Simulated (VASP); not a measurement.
# ZnCd5Te6 (P-4m2) in VASP: single point with PBE

Aim: the single point of ZnCd5Te6 with PBE.

All numbers are computed with VASP 6.6.1; they aren't measurements. Logs are shortened: lines on timing, memory, paths and dates and some standing lists are left out, and cuts for length are marked.

### Step 1. The cell of the first run

The structure is tetragonal, space group P-4m2 (No. 115). Conventional cell: a = 4.622 Å, b = 4.622 Å, c = 19.690 Å, α = 90.00°, β = 90.00°, γ = 90.00°. Within 3.6 Å of Zn (site symmetry -4m2) lie 4 Te at 2.72 Å. Cd (site symmetry 2mm) has 4 Te at 2.86 Å within 3.8 Å. Within 3.8 Å of Cd (site symmetry 2mm) lie 4 Te at 2.86 Å. Within 3.8 Å of Cd (site symmetry -4m2) lie 4 Te at 2.86 Å. Within 3.6 Å of Te (site symmetry 2mm) lie 2 Zn at 2.72 Å and 2 Cd at 2.86 Å. Within 3.8 Å of Te (site symmetry 2mm) lie 4 Cd at 2.86 Å. Te (site symmetry 2mm) has 4 Cd at 2.86 Å within 3.8 Å.

### Step 2. Single point, PBE

Contents of INCAR:

```
PREC     = Accurate       # precision mode
ENCUT    = 520            # plane-wave cutoff, eV
EDIFF    = 1E-6           # SCF threshold, eV
ISMEAR   = 0              # smearing method
SIGMA    = 0.02           # smearing width, eV
LREAL    = False          # projectors in reciprocal space
LASPH    = True           # aspherical terms in the spheres
NELM     = 100            # most SCF steps
ALGO     = Normal         # electronic algorithm
ISIF     = 2              # what is computed and relaxed
LWAVE    = False          # write WAVECAR
LCHARG   = False          # write CHGCAR
GGA      = PE             # functional
NBANDS   = 66             # bands
```

Contents of KPOINTS:

```
regular mesh
0
Gamma
  6 6 2
```

Contents of POSCAR:

```
ZnCd5Te6
1.0
    4.6222153000      0.0000000000      0.0000000000
    0.0000000000      4.6222153000      0.0000000000
    0.0000000000      0.0000000000     19.6900512000
Zn Cd Te
1 5 6
Direct
    0.5000000000      0.5000000000      0.0000000000
    0.0000000000      0.0000000000      0.8412540000
    0.0000000000      0.0000000000      0.1587460000
    0.5000000000      0.5000000000      0.3293760000
    0.0000000000      0.0000000000      0.5000000000
    0.5000000000      0.5000000000      0.6706240000
    0.5000000000      0.0000000000      0.0730490000
    0.0000000000      0.5000000000      0.2440500000
    0.5000000000      0.0000000000      0.4146900000
    0.0000000000      0.5000000000      0.5853100000
    0.5000000000      0.0000000000      0.7559500000
    0.0000000000      0.5000000000      0.9269510000
```

Potentials or basis: VASP PAW PBE potentials, release 64 (Zn, Cd, Te).

On the command line:

```
$ cat potpaw_PBE.64/Zn/POTCAR potpaw_PBE.64/Cd/POTCAR potpaw_PBE.64/Te/POTCAR > POTCAR
$ mpirun -np 1 vasp_std > vasp.out
```

OUTCAR:

```text
PREC = Accurate
   ENCUT = 520
   EDIFF = 1E-6
   ISMEAR = 0
   LREAL = False
   LASPH = True
   NELM = 100
   ISIF = 2
   GGA = PE

 ion  position               nearest neighbor table
   1  0.500  0.500  0.000-   7 2.72  12 2.72   7 2.72  12 2.72
   2  0.000  0.000  0.841-  11 2.86  11 2.86  12 2.86  12 2.86
   3  0.000  0.000  0.159-   8 2.86   8 2.86   7 2.86   7 2.86
   4  0.500  0.500  0.329-   9 2.86   9 2.86   8 2.86   8 2.86
   5  0.000  0.000  0.500-   9 2.86  10 2.86  10 2.86   9 2.86
   6  0.500  0.500  0.671-  10 2.86  10 2.86  11 2.86  11 2.86
   7  0.500  0.000  0.073-   1 2.72   1 2.72   3 2.86   3 2.86
   8  0.000  0.500  0.244-   3 2.86   3 2.86   4 2.86   4 2.86
   9  0.500  0.000  0.415-   5 2.86   5 2.86   4 2.86   4 2.86
  10  0.000  0.500  0.585-   5 2.86   5 2.86   6 2.86   6 2.86
  11  0.500  0.000  0.756-   2 2.86   2 2.86   6 2.86   6 2.86
  12  0.000  0.500  0.927-   1 2.72   1 2.72   2 2.86   2 2.86

  LATTYP: Found a simple tetragonal cell.
 ALAT       =     4.6222153000
 C/A-ratio  =     4.2598732257

  Lattice vectors:

 A1 = (   4.6222153000,   0.0000000000,   0.0000000000)
 A2 = (   0.0000000000,   4.6222153000,   0.0000000000)
 A3 = (   0.0000000000,   0.0000000000,  19.6900512000)

Analysis of symmetry for initial positions (statically):
=====================================================================
 Subroutine PRICEL returns:
 Original cell was already a primitive cell.

 Routine SETGRP: Setting up the symmetry group for a
 simple tetragonal supercell.

 Subroutine GETGRP returns: Found  8 space group operations
 (whereof  8 operations were pure point group operations)
 out of a pool of 16 trial point group operations.

The static configuration has the point symmetry D_2d.

Analysis of symmetry for dynamics (positions and initial velocities):
=====================================================================
 Subroutine PRICEL returns:
 Original cell was already a primitive cell.

 Routine SETGRP: Setting up the symmetry group for a
 simple tetragonal supercell.

 Subroutine GETGRP returns: Found  8 space group operations
 (whereof  8 operations were pure point group operations)
 out of a pool of 16 trial point group operations.

The dynamic configuration has the point symmetry D_2d.

 Subroutine INISYM returns: Found  8 space group operations
 (whereof  8 operations are pure point group operations),
 and found     1 'primitive' translations

----------------------------------------------------------------------------------------

                                     Primitive cell

  volume of cell :     420.6755

  direct lattice vectors                    reciprocal lattice vectors
     4.622215300  0.000000000  0.000000000     0.216346478  0.000000000  0.000000000
     0.000000000  4.622215300  0.000000000     0.000000000  0.216346478  0.000000000
     0.000000000  0.000000000 19.690051200     0.000000000  0.000000000  0.050787070

  length of vectors
     4.622215300  4.622215300 19.690051200     0.216346478  0.216346478  0.050787070

  position of ions in fractional coordinates (direct lattice)
     0.500000000  0.500000000  0.000000000
     0.000000000  0.000000000  0.841254000
     0.000000000  0.000000000  0.158746000
     0.500000000  0.500000000  0.329376000
     0.000000000  0.000000000  0.500000000
     0.500000000  0.500000000  0.670624000
     0.500000000  0.000000000  0.073049000
     0.000000000  0.500000000  0.244050000
     0.500000000  0.000000000  0.414690000
     0.000000000  0.500000000  0.585310000
     0.500000000  0.000000000  0.755950000
     0.000000000  0.500000000  0.926951000

  ion indices of the primitive-cell ions
   primitive index   ion index
                 1           1
                 2           2
                 3           3
                 4           4
                 5           5
                 6           6
                 7           7
                 8           8
                 9           9
                10          10
                11          11
                12          12

----------------------------------------------------------------------------------------

 KPOINTS: regular mesh

Automatic generation of k-mesh.
 Grid dimensions read from file:
 generate k-points for:    6    6    2

 Generating k-lattice:

  Cartesian coordinates                     Fractional coordinates (reciprocal lattice)
     0.036057746  0.000000000  0.000000000     0.166666667  0.000000000  0.000000000
     0.000000000  0.036057746  0.000000000     0.000000000  0.166666667  0.000000000
     0.000000000  0.000000000  0.025393535     0.000000000  0.000000000  0.500000000

  Length of vectors
     0.036057746  0.036057746  0.025393535

  Shift w.r.t. Gamma in fractional coordinates (k-lattice)
     0.000000000  0.000000000  0.000000000

 Subroutine IBZKPT returns following result:
 ===========================================

 Found     20 irreducible k-points:

 Following reciprocal coordinates:
            Coordinates               Weight
  0.000000  0.000000  0.000000      1.000000
  0.166667  0.000000  0.000000      4.000000
  0.333333  0.000000  0.000000      4.000000
  0.500000  0.000000  0.000000      2.000000
  0.166667  0.166667  0.000000      4.000000
  0.333333  0.166667  0.000000      8.000000
[... 12 lines left out ...]
  0.500000  0.333333  0.500000      4.000000
  0.500000  0.500000  0.500000      1.000000
   k-points           NKPTS =     20   k-points in BZ     NKDIM =     20   number of bands    NBANDS=     66
   number of dos      NEDOS =    301   number of ions     NIONS =     12
   total plane-waves  NPLWV = 194400
   dimension x,y,z NGX =    36 NGY =   36 NGZ =  150
   dimension x,y,z NGXF=    72 NGYF=   72 NGZF=  300
   ions per type =               1   5   6
   NGX,Y,Z   is equivalent  to a cutoff of  12.95, 12.95, 12.66 a.u.
   NGXF,Y,Z  is equivalent  to a cutoff of  25.90, 25.90, 25.33 a.u.
 SYSTEM =  unknown system
   PREC   = accura    normal or accurate (medium, high low for compatibility)
   ISTART =      0    job   : 0-new  1-cont  2-samecut
   ICHARG =      2    charge: 1-file 2-atom 10-const
   ISPIN  =      1    spin polarized calculation?
   LNONCOLLINEAR =      F non collinear calculations
   LSORBIT =      F    spin-orbit coupling
   LASPH  =      T    aspherical Exc in radial PAW
   ENCUT  =  520.0 eV  38.22 Ry    6.18 a.u.   8.59  8.59 36.61*2*pi/ulx,y,z
   NELM   =    100;   NELMIN=  2; NELMDL= -5     # of ELM steps
   EDIFF  = 0.1E-05   stopping-criterion for ELM
   LREAL  =      F    real-space projection
   EDIFFG = 0.1E-04   stopping-criterion for IOM
   NSW    =      0    number of steps for IOM
   IBRION =     -1    ionic relax: 0-MD 1-quasi-New 2-CG
   NFREE  =      0    steps in history (QN), initial steepest desc. (CG)
   ISIF   =      2    stress and relaxation
   ISYM   =      2    0-nonsym 1-usesym 2-fastsym
   POTIM  = 0.5000    time-step for ionic-motion
   TEBEG  =    0.0;   TEEND  =   0.0 temperature during run
   PSTRESS=    0.0 pullay stress
   NELECT =     108.0000    total number of electrons
   NUPDOWN=      -1.0000    fix difference up-down
   EMIN   =  10.00;   EMAX   =-10.00  energy-range for DOS
   EFERMI =   0.00;   METHOD = LEGACY
   ISMEAR =     0;   SIGMA  =   0.02  broadening in eV -4-tet -1-fermi 0-gaus
   EFERMI_NEDOS =   21; number of points for ismear=-14 and -15
   IALGO  =     38    algorithm
   IMIX   =      4    mixing-type and parameters
     AMIX     =   0.40;   BMIX     =  1.00
     AMIX_MAG =   1.60;   BMIX_MAG =  1.00
  volume/ion in A,a.u.               =      35.06       236.57
  Fermi-wavevector in a.u.,A,eV,Ry     =   1.040480  1.966222 14.729645  1.082598
  Thomas-Fermi vector in A             =   2.175057
   LORBIT       =      0    0 simple, 1 ext, 2 COOP (PROOUT), +10 PAW based schemes
   GGA     = PE    functional components
   LHFCALC =     F    Hartree Fock is set to
   AEXX    =    0.0000 exact exchange contribution
   IVDW    =     0    specifies the selected vdW correction
   LEPSILON=     F    determine dielectric tensor
   LRPA    =     F    only Hartree local field effects (RPA)
 non-spin polarized calculation
 Gauss-broadening in eV      SIGMA  =   0.02
  energy-cutoff  :      520.00
  volume of cell :      420.68
 maximum number of plane-waves:     11359
 NGX is ok and might be reduce to    36
   NGX = 17   NGY = 17   NGZ = 73

 number of electron     107.9999949 magnetization

 Free energy of the ion-electron system (eV)
  ---------------------------------------------------
  ext. energy  EPLUGINS =         0.00000000
  ---------------------------------------------------
  free energy    TOTEN  =       -29.16140867 eV

  energy without entropy =      -29.16140867  energy(sigma->0) =      -29.16140867

 E-fermi :   2.0619     XC(G=0):  -8.3861

 val. band max:        1.9720764965   @ k =   0.0000   0.0000   0.0000
 cond. band min:       2.5862439960   @ k =   0.0000   0.0000   0.0000
 fundamental gap:      0.6141674995
 Fermi energy:         2.0619321035

 k-point     1 :       0.0000    0.0000    0.0000
  band No.  band energies     occupation
      1      -9.0471      2.00000
      2      -8.8608      2.00000
      3      -8.7982      2.00000
      4      -8.6042      2.00000
      5      -8.5475      2.00000
      6      -8.4139      2.00000
[... 58 lines left out ...]
     65       5.7806      0.00000
     66       6.5798      0.00000

 k-point     2 :       0.1667    0.0000    0.0000
  band No.  band energies     occupation
      1      -8.9713      2.00000
      2      -8.8077      2.00000
      3      -8.7527      2.00000
      4      -8.5868      2.00000
      5      -8.5366      2.00000
      6      -8.4182      2.00000
[... 58 lines left out ...]
     65       6.4250      0.00000
     66       6.4431      0.00000

 k-point     3 :       0.3333    0.0000    0.0000
  band No.  band energies     occupation
      1      -8.7852      2.00000
      2      -8.6863      2.00000
      3      -8.6524      2.00000
      4      -8.5609      2.00000
      5      -8.5294      2.00000
      6      -8.4548      2.00000
[... 1162 lines left out ...]
     65       6.6197      0.00000
     66       6.6584      0.00000

 k-point    20 :       0.5000    0.5000    0.5000
  band No.  band energies     occupation
      1      -8.4661      2.00000
      2      -8.4661      2.00000
      3      -8.4655      2.00000
      4      -8.4655      2.00000
      5      -8.4170      2.00000
      6      -8.4170      2.00000
[... 58 lines left out ...]
     65       6.6870      0.00000
     66       6.6870      0.00000

------------------------ aborting loop because EDIFF is reached ----------------------------------------

  FORCE on cell =-STRESS in cart. coord.  units (eV):
  Direction    XX          YY          ZZ          XY          YZ          ZX
  --------------------------------------------------------------------------------------
  -------------------------------------------------------------------------------------
  Total        0.2697607      0.2697607      0.2694717      0.0000000     -0.0000000      0.0000000
  in kB        1.0274058      1.0274058      1.0263051      0.0000000     -0.0000000      0.0000000
  external PRESSURE =       1.0270389 kB  Pullay stress =       0.0000000 kB

 VOLUME and BASIS-vectors are now :
 -----------------------------------------------------------------------------
  energy-cutoff  :      520.00
  volume of cell :      420.68
      direct lattice vectors                 reciprocal lattice vectors
     4.622215300  0.000000000  0.000000000     0.216346478  0.000000000  0.000000000
     0.000000000  4.622215300  0.000000000     0.000000000  0.216346478  0.000000000
     0.000000000  0.000000000 19.690051200     0.000000000  0.000000000  0.050787070

 POSITION                                       TOTAL-FORCE (eV/Angst)
 -----------------------------------------------------------------------------------
      2.31111      2.31111      0.00000        -0.000000      0.000000     -0.000000
      0.00000      0.00000     16.56433         0.000000     -0.000000     -0.001824
      0.00000      0.00000      3.12572        -0.000000     -0.000000      0.001824
      2.31111      2.31111      6.48543        -0.000000     -0.000000     -0.000091
      0.00000      0.00000      9.84503         0.000000     -0.000000     -0.000000
      2.31111      2.31111     13.20462        -0.000000     -0.000000      0.000091
      2.31111      0.00000      1.43834        -0.000000     -0.000000     -0.007925
      0.00000      2.31111      4.80536        -0.000000     -0.000000     -0.000689
      2.31111      0.00000      8.16527        -0.000000     -0.000000     -0.000923
      0.00000      2.31111     11.52478        -0.000000     -0.000000      0.000923
      2.31111      0.00000     14.88469        -0.000000     -0.000000      0.000689
      0.00000      2.31111     18.25171        -0.000000     -0.000000      0.007925
 -----------------------------------------------------------------------------------
    total drift:                                0.000000      0.000000     -0.000000

  FREE ENERGIE OF THE ION-ELECTRON SYSTEM (eV)
  ---------------------------------------------------
  free  energy   TOTEN  =       -29.1614086714 eV

  energy  without entropy=      -29.1614086714  energy(sigma->0) =      -29.16140867
```

It took 7.3 min on 1 thread of Intel Xeon Platinum 8488C (Sapphire Rapids), shared host; peak memory 0.76 GiB.

What came out:

```
Free energy            : -29.1614 eV
Pressure               : 0.1 GPa
Largest force          : 0.008 eV/Å
Band gap on the k mesh : 0.61 eV
```

Forces on the atoms (eV/Å):
```
Zn   0.000  0.000  0.000
Cd   0.000  0.000 -0.002
Cd   0.000  0.000  0.002
Cd   0.000  0.000  0.000
Cd   0.000  0.000  0.000
Cd   0.000  0.000  0.000
Te   0.000  0.000 -0.008
Te   0.000  0.000 -0.001
Te   0.000  0.000 -0.001
Te   0.000  0.000  0.001
Te   0.000  0.000  0.001
Te   0.000  0.000  0.008
```

Levels at points of the mesh, in eV from the valence-band top:
```tsv
k point	band 52	band 53	band 54	band 55	band 56	band 57
(0.00, 0.00, 0.00)	-0.05	0.00	0.00	0.61	2.09	2.31
(0.50, 0.00, 0.00)	-0.66	-0.65	-0.65	1.90	2.11	2.11
(0.50, 0.50, 0.00)	-1.72	-1.72	-1.70	2.52	2.66	2.69
(0.00, 0.00, 0.50)	-0.19	-0.14	-0.14	1.37	1.39	2.27
(0.50, 0.00, 0.50)	-0.67	-0.65	-0.65	1.66	1.76	2.50
(0.50, 0.50, 0.50)	-1.79	-1.79	-1.78	2.76	2.86	2.89
```

Caveat: semilocal functionals underestimate gaps, and a narrow one can read as zero; spin-orbit coupling is left out, which moves the levels of the heavy elements.
